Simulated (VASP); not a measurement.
Set up this calculation in VASP 6.6.1, as the native input.

- Task: relaxation of cell and atoms
- Functional: BLYP
- Potentials or basis: VASP PAW PBE potentials, release 64 (Ru_pv)
- Cutoff: 500 eV
- k mesh: 11 × 11 × 6
- Occupations: fermi-dirac, width 0.05 eV
- Spin: no spin polarisation
- Dipole correction: no
- Further INCAR settings: ALGO = Normal; EDIFF = 1e-07; IBRION = 2; EDIFFG = -0.02; NSW = 80; ISIF = 3

The structure of Ru lies in POSCAR:

```
Ru
1.0
    2.7058000000      0.0000000000      0.0000000000
   -1.3529000000      2.3432915376      0.0000000000
    0.0000000000      0.0000000000      4.2819000000
Ru
2
Direct
    0.6666666667      0.3333333333      0.7500000000
    0.3333333333      0.6666666667      0.2500000000
```

The input as run:

INCAR

```
  AGGAC = 1.0
  AGGAX = 1.0
  ALDAC = 0.0
  ALDAX = 1.0
  ALGO = Normal
  EDIFF = 1E-7
  EDIFFG = -0.02
  ENCUT = 500
  GGA = B5
  GGA_COMPAT = F
  IBRION = 2
  ISIF = 3
  ISMEAR = -1
  LASPH = T
  LCHARG = F
  LREAL = F
  LWAVE = F
  NELM = 120
  NELMIN = 4
  NSW = 80
  PREC = Accurate
  SIGMA = 0.05
```

KPOINTS

```
k-points
0
Gamma
  11 11 6
```

Potentials or basis: VASP PAW PBE potentials, release 64 (Ru_pv).

Launch:

```sh
$ cat potpaw_PBE.64/Ru_pv/POTCAR > POTCAR
$ mpirun -np 1 vasp_std > vasp.out
```

It gave:

| Quantity | Value |
| --- | --- |
| Relaxed volume | 14.45 Å³/atom |
| Relaxed cell | a = 2.766 Å, b = 2.766 Å, c = 4.364 Å, α = 90.00°, β = 90.00°, γ = 120.00° |
| Space group after relaxing (to 0.05 Å) | P6_3/mmc (No. 194) |
| Energy gained by relaxing | 50.7 meV/atom |
| Ionic steps | 9 |
| Pressure after relaxing | 0.0 GPa |
| Band gap on the k mesh | zero (band 14 reaches 13.57 eV, above the bottom of band 15 at 10.79 eV) |

Caveat: the PAW data sets were made with another functional, which shifts forces and pressure a little.

Run time: 3.3 min on 1 thread of AMD EPYC 9R45 (Zen 5), with other jobs on the host, peak memory 0.11 GiB.
